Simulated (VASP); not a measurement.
# GaSi (P4/mmm) in VASP: a series of runs

The runs below take GaSi through single point, relaxation of cell and atoms, with PBE.

Everything below comes from runs of VASP 6.6.1. Logs are shortened: lines on timing, memory, paths and dates and some standing lists are left out, and cuts for length are marked.

### Step 1. The cell of the first run

It takes space group P4/mmm (No. 123, tetragonal). The conventional cell has a = 2.611 Å, b = 2.611 Å, c = 5.220 Å, α = 90.00°, β = 90.00°, γ = 90.00°. Within 3.4 Å of Ga (site symmetry 4/mmm) lie 2 Si at 2.61 Å and 4 Ga at 2.61 Å. Within 3.4 Å of Si (site symmetry 4/mmm) lie 2 Ga at 2.61 Å and 4 Si at 2.61 Å.

The cell was generated, and may not be a known phase.

### Step 2. Single point, PBE

The input, INCAR:

```
SYSTEM = GaSi
PREC     = Accurate       ! precision mode
ENCUT    = 520            ! plane-wave cutoff, eV
EDIFF    = 1E-6           ! SCF threshold, eV
ISMEAR   = 0              ! smearing method
SIGMA    = 0.1            ! smearing width, eV
LREAL    = .FALSE.        ! projectors in reciprocal space
LASPH    = .TRUE.         ! aspherical terms in the spheres
NELM     = 60             ! most SCF steps
ALGO     = Normal         ! electronic algorithm
ISIF     = 2              ! what is computed and relaxed
LWAVE    = .FALSE.        ! write WAVECAR
LCHARG   = .TRUE.         ! write CHGCAR
GGA      = PE             ! functional
LELF     = .TRUE.         ! ELF
LVHAR    = .TRUE.       
NBANDS   = 16             ! bands
```

The input, KPOINTS:

```
Automatic mesh
0
G
  6 6 6
  0 0 0
```

The input, POSCAR:

```
GaSi
1.0
    2.6109099084      0.0000000000      0.0000000000
    0.0000000000      2.6109099084      0.0000000000
    0.0000000000      0.0000000000      5.2201692546
Ga Si
1 1
Direct
    0.5000000000      0.5000000000      0.5000000000
    0.5000000000      0.5000000000      0.0000000000
```

Potentials or basis: VASP PAW PBE potentials, release 64 (Ga_d, Si).

Started as:

```bash
> cat potpaw_PBE.64/Ga_d/POTCAR potpaw_PBE.64/Si/POTCAR > POTCAR
> mpirun -np 1 vasp_std > vasp.out
```

OUTCAR:

```text
SYSTEM = GaSi
   PREC = Accurate
   ENCUT = 520
   EDIFF = 1E-6
   ISMEAR = 0
   LREAL = .FALSE.
   LASPH = .TRUE.
   NELM = 60
   ISIF = 2
   GGA = PE

 ion  position               nearest neighbor table
   1  0.500  0.500  0.500-   2 2.61   2 2.61
   2  0.500  0.500  0.000-   1 2.61   1 2.61

  LATTYP: Found a simple tetragonal cell.
 ALAT       =     2.6109099084
 C/A-ratio  =     1.9993678211

  Lattice vectors:

 A1 = (   2.6109099084,   0.0000000000,   0.0000000000)
 A2 = (   0.0000000000,   2.6109099084,   0.0000000000)
 A3 = (   0.0000000000,   0.0000000000,   5.2201692546)

Analysis of symmetry for initial positions (statically):
=====================================================================
 Subroutine PRICEL returns:
 Original cell was already a primitive cell.

 Routine SETGRP: Setting up the symmetry group for a
 simple tetragonal supercell.

 Subroutine GETGRP returns: Found 16 space group operations
 (whereof 16 operations were pure point group operations)
 out of a pool of 16 trial point group operations.

The static configuration has the point symmetry D_4h.

Analysis of symmetry for dynamics (positions and initial velocities):
=====================================================================
 Subroutine PRICEL returns:
 Original cell was already a primitive cell.

 Routine SETGRP: Setting up the symmetry group for a
 simple tetragonal supercell.

 Subroutine GETGRP returns: Found 16 space group operations
 (whereof 16 operations were pure point group operations)
 out of a pool of 16 trial point group operations.

The dynamic configuration has the point symmetry D_4h.

 Subroutine INISYM returns: Found 16 space group operations
 (whereof 16 operations are pure point group operations),
 and found     1 'primitive' translations

----------------------------------------------------------------------------------------

                                     Primitive cell

  volume of cell :      35.5851

  direct lattice vectors                    reciprocal lattice vectors
     2.610909908  0.000000000  0.000000000     0.383008237  0.000000000  0.000000000
     0.000000000  2.610909908  0.000000000     0.000000000  0.383008237  0.000000000
     0.000000000  0.000000000  5.220169255     0.000000000  0.000000000  0.191564670

  length of vectors
     2.610909908  2.610909908  5.220169255     0.383008237  0.383008237  0.191564670

  position of ions in fractional coordinates (direct lattice)
     0.500000000  0.500000000  0.500000000
[... 79 lines left out ...]
   LREAL  =      F    real-space projection
   EDIFFG = 0.1E-04   stopping-criterion for IOM
   NSW    =      0    number of steps for IOM
   IBRION =     -1    ionic relax: 0-MD 1-quasi-New 2-CG
   NFREE  =      0    steps in history (QN), initial steepest desc. (CG)
   ISIF   =      2    stress and relaxation
   ISYM   =      2    0-nonsym 1-usesym 2-fastsym
   POTIM  = 0.5000    time-step for ionic-motion
   TEBEG  =    0.0;   TEEND  =   0.0 temperature during run
   PSTRESS=    0.0 pullay stress
   NELECT =      17.0000    total number of electrons
   NUPDOWN=      -1.0000    fix difference up-down
   EMIN   =  10.00;   EMAX   =-10.00  energy-range for DOS
   EFERMI =   0.00;   METHOD = LEGACY
   ISMEAR =     0;   SIGMA  =   0.10  broadening in eV -4-tet -1-fermi 0-gaus
   EFERMI_NEDOS =   21; number of points for ismear=-14 and -15
   IALGO  =     38    algorithm
   IMIX   =      4    mixing-type and parameters
     AMIX     =   0.40;   BMIX     =  1.00
     AMIX_MAG =   1.60;   BMIX_MAG =  1.00
  volume/ion in A,a.u.               =      17.79       120.07
  Fermi-wavevector in a.u.,A,eV,Ry     =   1.279779  2.418432 22.284092  1.637835
  Thomas-Fermi vector in A             =   2.412245
   LORBIT       =      0    0 simple, 1 ext, 2 COOP (PROOUT), +10 PAW based schemes
   GGA     = PE    functional components
   LHFCALC =     F    Hartree Fock is set to
   AEXX    =    0.0000 exact exchange contribution
   IVDW    =     0    specifies the selected vdW correction
   LEPSILON=     F    determine dielectric tensor
   LRPA    =     F    only Hartree local field effects (RPA)
 non-spin polarized calculation
 Gauss-broadening in eV      SIGMA  =   0.10
  energy-cutoff  :      520.00
  volume of cell :       35.59
 maximum number of plane-waves:       992
 NGX is ok and might be reduce to    20
   NGX =  9   NGY =  9   NGZ = 19

 number of electron      16.9999988 magnetization

 Free energy of the ion-electron system (eV)
  ---------------------------------------------------
  ext. energy  EPLUGINS =         0.00000000
  ---------------------------------------------------
  free energy    TOTEN  =        -7.87686308 eV

  energy without entropy =       -7.87343211  energy(sigma->0) =       -7.87514759

 E-fermi :   6.4883     XC(G=0): -10.7359

 val. band max:        6.4769887737   @ k =   0.3333   0.3333   0.1667
 cond. band min:       6.6104348935   @ k =   0.5000   0.3333   0.1667
 fundamental gap:      0.1334461198
 Fermi energy:         6.4883160218

 k-point     1 :       0.0000    0.0000    0.0000
  band No.  band energies     occupation
      1      -8.8836      2.00000
      2      -8.6864      2.00000
      3      -8.2975      2.00000
      4      -8.2975      2.00000
      5      -8.2250      2.00000
      6      -5.4787      2.00000
[... 433 lines left out ...]
      3      -8.4063      2.00000
      4      -8.2964      2.00000
      5      -8.2755      2.00000
      6      -0.5501      2.00000
[... 8 lines left out ...]
     15      21.0922      0.00000
     16      21.4537      0.00000

 [... further k-points ...]

------------------------ aborting loop because EDIFF is reached ----------------------------------------

  FORCE on cell =-STRESS in cart. coord.  units (eV):
  Direction    XX          YY          ZZ          XY          YZ          ZX
  --------------------------------------------------------------------------------------
  -------------------------------------------------------------------------------------
  Total        0.0411525      0.0411525     -0.0498176      0.0000000      0.0000000      0.0000000
  in kB        1.8528416      1.8528416     -2.2429800      0.0000000      0.0000000      0.0000000
  external PRESSURE =       0.4875677 kB  Pullay stress =       0.0000000 kB

 VOLUME and BASIS-vectors are now :
 -----------------------------------------------------------------------------
  energy-cutoff  :      520.00
  volume of cell :       35.59
      direct lattice vectors                 reciprocal lattice vectors
     2.610909908  0.000000000  0.000000000     0.383008237  0.000000000  0.000000000
     0.000000000  2.610909908  0.000000000     0.000000000  0.383008237  0.000000000
     0.000000000  0.000000000  5.220169255     0.000000000  0.000000000  0.191564670

 POSITION                                       TOTAL-FORCE (eV/Angst)
 -----------------------------------------------------------------------------------
      1.30545      1.30545      2.61008         0.000000      0.000000      0.000000
      1.30545      1.30545      0.00000         0.000000      0.000000      0.000000
 -----------------------------------------------------------------------------------
    total drift:                               -0.000000      0.000000      0.000000

  FREE ENERGIE OF THE ION-ELECTRON SYSTEM (eV)
  ---------------------------------------------------
  free  energy   TOTEN  =        -7.8768630752 eV

  energy  without entropy=       -7.8734321112  energy(sigma->0) =       -7.87514759
```

Run time: 21 s. Hardware: 1 thread of Intel Xeon 8259CL, shared host; peak memory 0.16 GiB.

What came out:

```
Free energy            : -7.8769 eV
Pressure               : 0.0 GPa
Band gap on the k mesh : zero (an odd number of electrons rules out a gap without spin polarisation)
```

Stress tensor (GPa, compression positive):
```
 0.19  0.00  0.00
 0.00  0.19  0.00
 0.00  0.00 -0.22
```

Caveat: the k points lie up to 0.40 Å⁻¹ apart, too coarse for converged energies and pressures of a metal.

### Step 3. Single point, PBE

This run uses another cell than the first one, of 20.62 Å³/atom.

The input, INCAR:

```
ALGO = Normal ; EDIFF = 1E-6
ENCUT = 520 ; GGA = PE
ISIF = 2 ; ISMEAR = 0
LASPH = T ; LCHARG = F
LREAL = F ; LWAVE = F
NBANDS = 16 ; NELM = 60
PREC = Accurate ; SIGMA = 0.1
```

The input, KPOINTS:

```
k-points
0
Gamma
  6 6 6
```

The input, POSCAR:

```
GaSi
1.0
    3.3588711000      0.0000000000      0.0000000000
    0.0000000000      3.3588711000      0.0000000000
    0.0000000000      0.0000000000      3.6552638600
Ga Si
1 1
Direct
    0.5000000000      0.5000000000      0.5000000000
    0.5000000000      0.5000000000      0.0000000000
```

Potentials or basis: VASP PAW PBE potentials, release 64 (Ga_d, Si).

Started as:

```bash
> cat potpaw_PBE.64/Ga_d/POTCAR potpaw_PBE.64/Si/POTCAR > POTCAR
> mpirun -np 1 vasp_std > vasp.out
```

Run time: 32 s. Hardware: 1 thread of Intel Xeon 8259CL, shared host; peak memory 0.17 GiB.

Results (log left out):

```yaml
Free_energy: -2.2228 eV
Pressure: 55.5 GPa
Band_gap_on_the_k_mesh: zero (an odd number of electrons rules out a gap without spin polarisation)
```

Stress tensor (GPa, compression positive):
```
 -1.79   0.00   0.00
  0.00  -1.79   0.00
  0.00   0.00 170.08
```

Levels at points of the mesh, in eV from the Fermi level:
| k point | band 5 | band 6 | band 7 | band 8 | band 9 | band 10 | band 11 | band 12 | band 13 | band 14 |
| --- | --- | --- | --- | --- | --- | --- | --- | --- | --- | --- |
| (0.00, 0.00, 0.00) | -15.63 | -11.46 | -3.18 | 0.50 | 0.50 | 1.27 | 5.13 | 5.30 | 11.60 | 11.60 |
| (0.50, 0.00, 0.00) | -15.66 | -10.08 | -5.04 | -2.47 | 1.38 | 3.18 | 5.75 | 6.81 | 7.07 | 9.11 |
| (0.50, 0.50, 0.00) | -15.60 | -8.75 | -3.77 | -3.77 | -1.83 | 2.19 | 5.42 | 7.07 | 7.07 | 8.04 |
| (0.00, 0.00, 0.50) | -15.63 | -9.48 | -8.78 | 3.11 | 3.11 | 3.84 | 3.84 | 5.89 | 6.67 | 7.51 |
| (0.50, 0.00, 0.50) | -15.65 | -8.30 | -7.43 | -2.24 | -1.89 | 3.95 | 4.77 | 7.43 | 9.94 | 10.54 |
| (0.50, 0.50, 0.50) | -15.60 | -7.16 | -6.15 | -1.02 | -1.02 | -0.55 | -0.55 | 4.30 | 5.60 | 12.60 |

Caveat: the stress differs along the axes, from -2 to 170 GPa.

### Step 4. Relaxation of cell and atoms, PBE

This run uses another cell than the first one, of 20.62 Å³/atom.

The input, INCAR:

```
SYSTEM = GaSi
PREC     = Accurate       ! precision mode
ENCUT    = 600            ! plane-wave cutoff, eV
EDIFF    = 1E-6           ! SCF threshold, eV
ISMEAR   = 0              ! smearing method
SIGMA    = 0.1            ! smearing width, eV
LREAL    = .False.        ! projectors in reciprocal space
LASPH    = .True.         ! aspherical terms in the spheres
NELM     = 100            ! most SCF steps
ALGO     = Normal         ! electronic algorithm
ISIF     = 3              ! what is computed and relaxed
LWAVE    = .False.        ! write WAVECAR
LCHARG   = .False.        ! write CHGCAR
GGA      = PE             ! functional
IBRION   = 2              ! ionic algorithm
NSW      = 90             ! ionic steps
EDIFFG   = -0.04          ! ionic threshold
```

The input, KPOINTS:

```
Automatic mesh
0
Gamma
  6 6 6
  0 0 0
```

POSCAR is that of step 3.

Started as:

```bash
> cat potpaw_PBE.64/Ga_d/POTCAR potpaw_PBE.64/Si/POTCAR > POTCAR
> mpirun -np 1 vasp_std > vasp.out
```

It took 8.8 min on 1 thread of Intel Xeon 8259CL, shared host; peak memory 0.19 GiB.

Results (log left out):

```
Free energy                           : -7.8724 eV
Relaxed volume                        : 17.81 Å³/atom
Relaxed cell                          : a = 2.613 Å, b = 2.613 Å, c = 5.216 Å, α = 90.00°, β = 90.00°, γ = 90.00°
Space group after relaxing (to 0.1 Å) : P4/mmm (No. 123)
Energy gained by relaxing             : 2824.8 meV/atom
Ionic steps                           : 17
Pressure after relaxing               : 0.0 GPa
Band gap on the k mesh                : zero (an odd number of electrons rules out a gap without spin polarisation)
```

Stress tensor (GPa, compression positive):
```
 0.01  0.00  0.00
 0.00  0.01  0.00
 0.00  0.00 -0.14
```

Step by step:
```csv
step,energy change (eV),largest force (eV/Å),pressure (GPa),volume (Å³)
1,0.0000,0.0000,55.45,41.24
2,-2.0146,0.0000,-15.42,82.85
3,-4.3708,0.0000,-8.06,59.24
4,-4.4226,0.0000,-7.71,58.10
5,-4.4603,0.0000,-5.51,54.76
6,-4.4719,0.0000,-6.44,55.94
7,-4.4717,0.0000,-6.19,55.65
8,-4.8938,0.0000,-7.00,48.69
9,-5.3288,0.0000,18.07,30.29
10,-5.3206,0.0000,-5.93,41.57
11,-5.6281,0.0000,-0.46,35.73
12,-5.6283,0.0000,3.89,33.85
13,-5.6393,0.0000,1.65,34.77
14,-5.6449,0.0000,0.06,35.55
15,-5.6485,0.0000,0.76,35.25
16,-5.6493,0.0000,-0.32,35.77
17,-5.6495,0.0000,-0.04,35.62
```

Final structure:
```cif
data_structure
_symmetry_space_group_name_H-M 'P 1'
_symmetry_Int_Tables_number 1
_cell_length_a 2.6132
_cell_length_b 2.6132
_cell_length_c 5.2160
_cell_angle_alpha 90.000
_cell_angle_beta 90.000
_cell_angle_gamma 90.000
_cell_volume 35.62
loop_
_atom_site_label
_atom_site_type_symbol
_atom_site_fract_x
_atom_site_fract_y
_atom_site_fract_z
_atom_site_occupancy
Ga1 Ga 0.50000 0.50000 0.50000 1
Si1 Si 0.50000 0.50000 0.00000 1
```

Levels at points of the mesh, in eV from the Fermi level:
```
           k point  band 5  band 6  band 7  band 8  band 9  band 10  band 11  band 12
(0.00, 0.00, 0.00)  -14.71  -11.96   -7.26   -5.34    7.87     7.87     8.36     9.65
(0.50, 0.00, 0.00)  -14.76   -7.48   -5.40   -2.29   -1.83    -1.58     2.94    11.94
(0.50, 0.50, 0.00)  -14.54   -2.65   -1.96   -1.96    1.48     1.94     1.94     3.96
(0.00, 0.00, 0.50)  -14.71  -10.99  -10.16    0.40    0.61     8.34     8.34    10.75
(0.50, 0.00, 0.50)  -14.76   -6.78   -5.42   -4.54   -3.51     4.21     4.56     6.99
(0.50, 0.50, 0.50)  -14.54   -2.06   -1.29   -1.29   -0.63     0.27     0.27     3.16
```

Caveat: a cell axis changed by over 15 % at a fixed basis, so the end point is rough.

### Step 5. The runs side by side

```csv
task,cell,cutoff (eV),gap on the mesh (eV),pressure (GPa)
single point,"a = 2.611, b = 2.611, c = 5.220 Å, 2 atoms",520,none,0.0
single point,"a = 3.359, b = 3.359, c = 3.655 Å, 2 atoms",520,none,55.5
relaxation of cell and atoms,"relaxed from a = 3.359, b = 3.359, c = 3.655 Å, 2 atoms",600,none,0.0
```

Alike in all rows: level PBE; potentials or basis VASP PAW PBE potentials, release 64 (Ga_d, Si); no spin polarisation; k mesh 6 × 6 × 6; smearing gaussian 0.1 eV.

Caveats: some runs use coarse meshes; the stress differs along the axes, from -2 to 170 GPa (at least some runs); a cell axis changed by over 15 % at a fixed basis, so the end point is rough (at least some runs).

Total energies depend on the potentials used, so only differences within one code and one set of settings carry meaning.

The gap in the log of VASP goes by the Fermi energy; the results here count the filled bands.